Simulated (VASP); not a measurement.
# W in VASP: single point with PBEsol

Aim: the single point of W with PBEsol.

All numbers are computed with VASP 6.6.1; they aren't measurements. Logs are shortened: lines on timing, memory, paths and dates and some standing lists are left out, and cuts for length are marked.

### 1 The cell of the first run

The typed cell holds 1 atom: a = 2.846 Å, b = 2.846 Å, c = 2.846 Å, α = 120.00°, β = 120.00°, γ = 90.01°.

This isn't the form of W at room conditions, which is bcc.

### 2 Single point, PBEsol

Contents of INCAR:

```
SYSTEM = W
PREC = Accurate ; ENCUT = 520
EDIFF = 1E-7 ; ISMEAR = 0
SIGMA = 0.15 ; LREAL = .False.
LASPH = .True. ; NELM = 60
ALGO = Fast ; ISIF = 2
LWAVE = .False. ; LCHARG = .False.
GGA = PS ; NBANDS = 13
```

Contents of KPOINTS:

```
regular mesh
0
Gamma
  24 24 24
  0 0 0
```

Contents of POSCAR:

```
W
1.0
   -1.4231041611      1.4231041611      2.0122692838
    1.4231041611     -1.4231041611      2.0122692838
    1.4231041611      1.4231041611     -2.0122692838
W
1
Direct
    0.0000000000      0.0000000000      0.0000000000
```

Potentials or basis: VASP PAW PBE potentials, release 64 (W_sv).

The run is started by

```bash
> cat potpaw_PBE.64/W_sv/POTCAR > POTCAR
> mpirun -np 1 vasp_std > vasp.out
```

OUTCAR:

```text
SYSTEM = W
   PREC = Accurate
   ENCUT = 520
   EDIFF = 1E-7
   ISMEAR = 0
   LREAL = .False.
   LASPH = .True.
   NELM = 60
   ISIF = 2
   GGA = PS

 ion  position               nearest neighbor table
   1  0.000  0.000  0.000-

  LATTYP: Found a body centered tetragonal cell.
 ALAT       =     2.8462083222
 C/A-ratio  =     1.4140000000

  Lattice vectors:

 A1 = (  -1.4231041611,   1.4231041611,   2.0122692838)
 A2 = (   1.4231041611,  -1.4231041611,   2.0122692838)
 A3 = (   1.4231041611,   1.4231041611,  -2.0122692838)

Analysis of symmetry for initial positions (statically):
=====================================================================
 Subroutine PRICEL returns:
 Original cell was already a primitive cell.

 Routine SETGRP: Setting up the symmetry group for a
 body centered tetragonal supercell.

 Subroutine GETGRP returns: Found 16 space group operations
 (whereof 16 operations were pure point group operations)
 out of a pool of 16 trial point group operations.

The static configuration has the point symmetry D_4h.

Analysis of symmetry for dynamics (positions and initial velocities):
=====================================================================
 Subroutine PRICEL returns:
 Original cell was already a primitive cell.

 Routine SETGRP: Setting up the symmetry group for a
 body centered tetragonal supercell.

 Subroutine GETGRP returns: Found 16 space group operations
 (whereof 16 operations were pure point group operations)
 out of a pool of 16 trial point group operations.

The dynamic configuration has the point symmetry D_4h.

 Subroutine INISYM returns: Found 16 space group operations
 (whereof 16 operations are pure point group operations),
 and found     1 'primitive' translations

----------------------------------------------------------------------------------------

                                     Primitive cell

  volume of cell :      16.3012

  direct lattice vectors                    reciprocal lattice vectors
    -1.423104161  1.423104161  2.012269284     0.000000000  0.351344627  0.248475691
     1.423104161 -1.423104161  2.012269284     0.351344627  0.000000000  0.248475691
     1.423104161  1.423104161 -2.012269284     0.351344627  0.351344627  0.000000000

  length of vectors
     2.845993425  2.845993425  2.845993425     0.430329194  0.430329194  0.496876336

  position of ions in fractional coordinates (direct lattice)
     0.000000000  0.000000000  0.000000000

  ion indices of the primitive-cell ions
   primitive index   ion index
                 1           1

----------------------------------------------------------------------------------------

 KPOINTS: regular mesh

Automatic generation of k-mesh.
 Grid dimensions read from file:
 generate k-points for:   24   24   24

 Generating k-lattice:

  Cartesian coordinates                     Fractional coordinates (reciprocal lattice)
     0.000000000  0.014639359  0.010353154     0.041666667  0.000000000  0.000000000
     0.014639359  0.000000000  0.010353154     0.000000000  0.041666667  0.000000000
     0.014639359  0.014639359  0.000000000     0.000000000  0.000000000  0.041666667

  Length of vectors
     0.017930383  0.017930383  0.020703181

  Shift w.r.t. Gamma in fractional coordinates (k-lattice)
     0.000000000  0.000000000  0.000000000

 Subroutine IBZKPT returns following result:
 ===========================================

 Found   1063 irreducible k-points:

 Following reciprocal coordinates:
            Coordinates               Weight
  0.000000  0.000000  0.000000      1.000000
  0.041667  0.000000 -0.000000      8.000000
  0.083333  0.000000 -0.000000      8.000000
  0.125000  0.000000 -0.000000      8.000000
  0.166667  0.000000 -0.000000      8.000000
  0.208333  0.000000 -0.000000      8.000000
[... 16 lines left out ...]
  0.416667  0.041667 -0.000000     16.000000
  0.458333  0.041667 -0.000000     16.000000
 [... further k-points ...]
   k-points           NKPTS =   1063   k-points in BZ     NKDIM =   1063   number of bands    NBANDS=     13
   number of dos      NEDOS =    301   number of ions     NIONS =      1
   total plane-waves  NPLWV =  13824
   dimension x,y,z NGX =    24 NGY =   24 NGZ =   24
   dimension x,y,z NGXF=    48 NGYF=   48 NGZF=   48
   ions per type =               1
   NGX,Y,Z   is equivalent  to a cutoff of  14.02, 14.02, 14.02 a.u.
   NGXF,Y,Z  is equivalent  to a cutoff of  28.04, 28.04, 28.04 a.u.
 SYSTEM =  W
   PREC   = accura    normal or accurate (medium, high low for compatibility)
   ISTART =      0    job   : 0-new  1-cont  2-samecut
   ICHARG =      2    charge: 1-file 2-atom 10-const
   ISPIN  =      1    spin polarized calculation?
   LNONCOLLINEAR =      F non collinear calculations
   LSORBIT =      F    spin-orbit coupling
   LASPH  =      T    aspherical Exc in radial PAW
   ENCUT  =  520.0 eV  38.22 Ry    6.18 a.u.   5.29  5.29  5.29*2*pi/ulx,y,z
   NELM   =     60;   NELMIN=  2; NELMDL= -5     # of ELM steps
   EDIFF  = 0.1E-06   stopping-criterion for ELM
   LREAL  =      F    real-space projection
   EDIFFG = 0.1E-05   stopping-criterion for IOM
   NSW    =      0    number of steps for IOM
   IBRION =     -1    ionic relax: 0-MD 1-quasi-New 2-CG
   NFREE  =      0    steps in history (QN), initial steepest desc. (CG)
   ISIF   =      2    stress and relaxation
   ISYM   =      2    0-nonsym 1-usesym 2-fastsym
   POTIM  = 0.5000    time-step for ionic-motion
   TEBEG  =    0.0;   TEEND  =   0.0 temperature during run
   PSTRESS=    0.0 pullay stress
   NELECT =      14.0000    total number of electrons
   NUPDOWN=      -1.0000    fix difference up-down
   EMIN   =  10.00;   EMAX   =-10.00  energy-range for DOS
   EFERMI =   0.00;   METHOD = LEGACY
   ISMEAR =     0;   SIGMA  =   0.15  broadening in eV -4-tet -1-fermi 0-gaus
   EFERMI_NEDOS =   21; number of points for ismear=-14 and -15
   IALGO  =     68    algorithm
   IMIX   =      4    mixing-type and parameters
     AMIX     =   0.40;   BMIX     =  1.00
     AMIX_MAG =   1.60;   BMIX_MAG =  1.00
  volume/ion in A,a.u.               =      16.30       110.01
  Fermi-wavevector in a.u.,A,eV,Ry     =   1.556125  2.940649 32.946829  2.421524
  Thomas-Fermi vector in A             =   2.659966
   LORBIT       =      0    0 simple, 1 ext, 2 COOP (PROOUT), +10 PAW based schemes
   GGA     = PS    functional components
   LHFCALC =     F    Hartree Fock is set to
   AEXX    =    0.0000 exact exchange contribution
   IVDW    =     0    specifies the selected vdW correction
   LEPSILON=     F    determine dielectric tensor
   LRPA    =     F    only Hartree local field effects (RPA)
 non-spin polarized calculation
 RMM-DIIS sequential band-by-band and
 Gauss-broadening in eV      SIGMA  =   0.15
  energy-cutoff  :      520.00
  volume of cell :       16.30
 maximum number of plane-waves:       459
 NGX is ok and might be reduce to    24
   NGX = 11   NGY = 11   NGZ = 11

 number of electron      14.0000001 magnetization

 Free energy of the ion-electron system (eV)
  ---------------------------------------------------
  ext. energy  EPLUGINS =         0.00000000
  ---------------------------------------------------
  free energy    TOTEN  =       -13.31135279 eV

  energy without entropy =      -13.29634612  energy(sigma->0) =      -13.30384945

 E-fermi :  10.4042     XC(G=0): -13.5939

 val. band max:       10.3994411523   @ k =   0.4583   0.1250   0.0417
 cond. band min:      10.4048827915   @ k =  -0.2083   0.0833   0.0000
 fundamental gap:      0.0054416392
 Fermi energy:        10.4041588965

 k-point     1 :       0.0000    0.0000    0.0000
  band No.  band energies     occupation
      1     -63.2082      2.00000
      2     -26.8256      2.00000
      3     -26.8256      2.00000
      4     -26.8255      2.00000
      5       1.3694      2.00000
      6       9.8397      2.00000
      7       9.8397      2.00000
      8       9.8417      2.00000
      9      12.9851      0.00000
     10      12.9881      0.00000
     11      23.2473      0.00000
     12      28.4584      0.00000
     13      28.4588      0.00000

 k-point     2 :       0.0417    0.0000   -0.0000
  band No.  band energies     occupation
      1     -63.2063      2.00000
      2     -26.8472      2.00000
      3     -26.8284      2.00000
      4     -26.8283      2.00000
      5       1.4470      2.00000
      6       9.7791      2.00000
      7       9.8767      2.00000
      8       9.8781      2.00000
      9      12.9502      0.00000
     10      12.9532      0.00000
     11      23.4051      0.00000
     12      28.0890      0.00000
     13      28.6058      0.00000

 k-point     3 :       0.0833    0.0000   -0.0000
  band No.  band energies     occupation
      1     -63.2008      2.00000
      2     -26.9100      2.00000
      3     -26.8364      2.00000
      4     -26.8363      2.00000
      5       1.6752      2.00000
      6       9.6100      2.00000
      7       9.9798      1.99994
      8       9.9811      1.99993
      9      12.8599      0.00000
     10      12.8626      0.00000
     11      23.8530      0.00000
     12      27.2757      0.00000
     13      29.0331      0.00000

 k-point     4 :       0.1250    0.0000   -0.0000
  band No.  band energies     occupation
      1     -63.1921      2.00000
      2     -27.0090      2.00000
      3     -26.8491      2.00000
      4     -26.8490      2.00000
      5       2.0394      2.00000
      6       9.3730      2.00000
      7      10.1232      1.99192
      8      10.1246      1.99160
      9      12.7566      0.00000
     10      12.7591      0.00000
     11      24.4877      0.00000
     12      26.4153      0.00000
     13      29.7231      0.00000

 k-point     5 :       0.1667    0.0000   -0.0000
  band No.  band energies     occupation
      1     -63.1808      2.00000
      2     -27.1362      2.00000
      3     -26.8657      2.00000
      4     -26.8655      2.00000
      5       2.5135      2.00000
      6       9.1228      2.00000
      7      10.2580      1.83179
      8      10.2596      1.82714
      9      12.7104      0.00000
     10      12.7124      0.00000
     11      24.7936      0.00000
     12      26.0804      0.00000
     13      30.6367      0.00000
[... 257 lines left out ...]
 k-point    22 :       0.3750    0.0417   -0.0000
  band No.  band energies     occupation
      1     -63.1102      2.00000
      2     -27.8691      2.00000
      3     -26.9887      2.00000
      4     -26.9598      2.00000
      5       4.7433      2.00000
      6       9.6981      2.00000
      7       9.8304      2.00000
      8       9.9544      1.99998
      9      14.4591      0.00000
     10      15.1286      0.00000
     11      21.6407      0.00000
     12      24.5041      0.00000
     13      30.1628      0.00000

 k-point    23 :       0.4167    0.0417   -0.0000
  band No.  band energies     occupation
      1     -63.1025      2.00000
      2     -27.9460      2.00000
      3     -26.9968      2.00000
      4     -26.9739      2.00000
      5       4.8097      2.00000
      6       9.5905      2.00000
      7       9.7258      2.00000
      8      10.5123      0.30772
      9      14.9749      0.00000
     10      15.5045      0.00000
     11      21.1555      0.00000
     12      23.6077      0.00000
     13      29.4280      0.00000

 k-point    24 :       0.4583    0.0417   -0.0000
  band No.  band energies     occupation
      1     -63.0982      2.00000
      2     -27.9887      2.00000
      3     -26.9995      2.00000
      4     -26.9835      2.00000
      5       4.8306      2.00000
      6       9.5176      2.00000
      7       9.6720      2.00000
      8      10.9070      0.00000
      9      15.3487      0.00000
     10      15.6811      0.00000
     11      20.7980      0.00000
     12      23.1279      0.00000
     13      29.0873      0.00000

 [... further k-points ...]

------------------------ aborting loop because EDIFF is reached ----------------------------------------

  FORCE on cell =-STRESS in cart. coord.  units (eV):
  Direction    XX          YY          ZZ          XY          YZ          ZX
  --------------------------------------------------------------------------------------
  -------------------------------------------------------------------------------------
  Total       -0.5240429     -0.5240429     -0.5294029      0.0000000      0.0000000      0.0000000
  in kB      -51.5060111    -51.5060111    -52.0328243      0.0000000      0.0000000      0.0000000
  external PRESSURE =     -51.6816155 kB  Pullay stress =       0.0000000 kB

 VOLUME and BASIS-vectors are now :
 -----------------------------------------------------------------------------
  energy-cutoff  :      520.00
  volume of cell :       16.30
      direct lattice vectors                 reciprocal lattice vectors
    -1.423104161  1.423104161  2.012269284     0.000000000  0.351344627  0.248475691
     1.423104161 -1.423104161  2.012269284     0.351344627  0.000000000  0.248475691
     1.423104161  1.423104161 -2.012269284     0.351344627  0.351344627  0.000000000

 POSITION                                       TOTAL-FORCE (eV/Angst)
 -----------------------------------------------------------------------------------
      0.00000      0.00000      0.00000        -0.000000      0.000000      0.000000
 -----------------------------------------------------------------------------------
    total drift:                               -0.000000      0.000000      0.000000

  FREE ENERGIE OF THE ION-ELECTRON SYSTEM (eV)
  ---------------------------------------------------
  free  energy   TOTEN  =       -13.3113527895 eV

  energy  without entropy=      -13.2963461152  energy(sigma->0) =      -13.30384945
```

It took 5.1 min on 1 thread of AMD EPYC 7R43 (Zen 3), shared host; peak memory 0.29 GiB.

Results:

```yaml
Free_energy: -13.3114 eV
Pressure: -5.2 GPa
Band_gap_on_the_k_mesh: zero (bands 7 and 8 overlap by 3.68 eV)
```

Levels at points of the mesh, in eV from the Fermi level:
```csv
k point,band 4,band 5,band 6,band 7,band 8,band 9,band 10,band 11
"(0.00, 0.00, 0.00)",-37.23,-9.03,-0.56,-0.56,-0.56,2.58,2.58,12.84
"(0.50, 0.00, 0.00)",-37.39,-5.64,-0.80,-0.80,0.68,5.10,5.10,10.38
"(0.50, 0.50, 0.00)",-37.66,-5.54,-4.55,3.11,5.06,5.85,5.85,11.80
"(0.50, 0.50, 0.50)",-37.66,-5.54,-4.55,3.11,5.06,5.85,5.85,11.80
```

Caveat: the cell stands under tension; the PAW data sets were made with another functional, which shifts forces and pressure a little; spin-orbit coupling is left out, which moves the levels of the heavy elements.
